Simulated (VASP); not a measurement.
A run of VASP 6.6.1 is set up as follows.

Contents of INCAR:

```
ALGO     = Normal         # electronic algorithm
EDIFF    = 1E-6           # SCF threshold, eV
ENCUT    = 520            # plane-wave cutoff, eV
GGA      = PE             # functional
ISIF     = 2              # what is computed and relaxed
ISMEAR   = 0              # smearing method
LASPH    = True           # aspherical terms in the spheres
LCHARG   = False          # write CHGCAR
LREAL    = False          # projectors in reciprocal space
LWAVE    = False          # write WAVECAR
NBANDS   = 16             # bands
NELM     = 80             # most SCF steps
PREC     = Accurate       # precision mode
SIGMA    = 0.05           # smearing width, eV
```

File KPOINTS:

```
k-points
0
Gamma
  12 12 6
```

POSCAR

```
SiC
1.0
    3.0919867344      0.0000000000      0.0077299668
   -1.5459933672      2.6777390602     -0.0038649834
    0.0126844115      0.0000000000      5.0737646004
Si C
2 2
Direct
    0.3333333333      0.6666666667      0.0045636718
    0.6666666667      0.3333333333      0.5045636718
    0.3333333333      0.6666666667      0.3804363282
    0.6666666667      0.3333333333      0.8804363282
```

Potentials or basis: VASP PAW PBE potentials, release 64 (Si, C).

Command:

```console
$ cat potpaw_PBE.64/Si/POTCAR potpaw_PBE.64/C/POTCAR > POTCAR
$ mpirun -np 1 vasp_std > vasp.out
```

**Question.** Estimate the largest force.

**Answer.** 0.027 eV/Å.

**Question.** Estimate the pressure.

**Answer.** 0.0 GPa.

Forces on the atoms (eV/Å):
```
Si  -0.027  0.000  0.002
Si  -0.027  0.000  0.002
C    0.027  0.001 -0.002
C    0.027 -0.001 -0.002
```

Caveat: the cell differs from its parent crystal (strain +0.0050 x Voigt [0, 0, 0, 0, 1, 0]).
